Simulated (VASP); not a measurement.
A run of VASP 6.6.1 is set up as follows.

File INCAR:

```
SYSTEM = CdSiP2
PREC = Accurate
ENCUT = 500
EDIFF = 1E-7
ISMEAR = 0
SIGMA = 0.02
LREAL = .FALSE.
LASPH = .TRUE.
NELM = 120
ALGO = Normal
ISIF = 3
LWAVE = .FALSE.
LCHARG = .FALSE.
GGA = PE
IVDW = 12
IBRION = 2
NSW = 70
EDIFFG = -0.02
GGA_COMPAT = .FALSE.
NELMIN = 4
```

The input KPOINTS:

```
regular mesh
0
G
  8 8 8
  0 0 0
```

File POSCAR:

```
CdSiP2
1.0
   -2.8436136200      2.8436136200      5.2485580400
    2.8436136200     -2.8436136200      5.2485580400
    2.8436136200      2.8436136200     -5.2485580400
Cd Si P
2 2 4
Direct
    0.7500000000      0.2500000000      0.5000000000
    0.0000000000      0.0000000000      0.0000000000
    0.5000000000      0.5000000000      0.0000000000
    0.2500000000      0.7500000000      0.5000000000
    0.8750000000      0.8281282800      0.4531283100
    0.1718717100      0.6250000000      0.0468717000
    0.3750000000      0.4218716900      0.5468717200
    0.5781282800      0.1250000000      0.9531282800
```

Potentials or basis: VASP PAW PBE potentials, release 64 (Cd, Si, P).

Launch:

```bash
$ cat potpaw_PBE.64/Cd/POTCAR potpaw_PBE.64/Si/POTCAR potpaw_PBE.64/P/POTCAR > POTCAR
$ mpirun -np 1 vasp_std > vasp.out
```

(1) What does it give for the relaxed cell?

(2) Estimate the space group after relaxing (to 0.05 Å).

Results:

(1) a = 6.577 Å, b = 6.577 Å, c = 6.577 Å, α = 128.99°, β = 128.99°, γ = 75.03°.

(2) I-42d (No. 122).
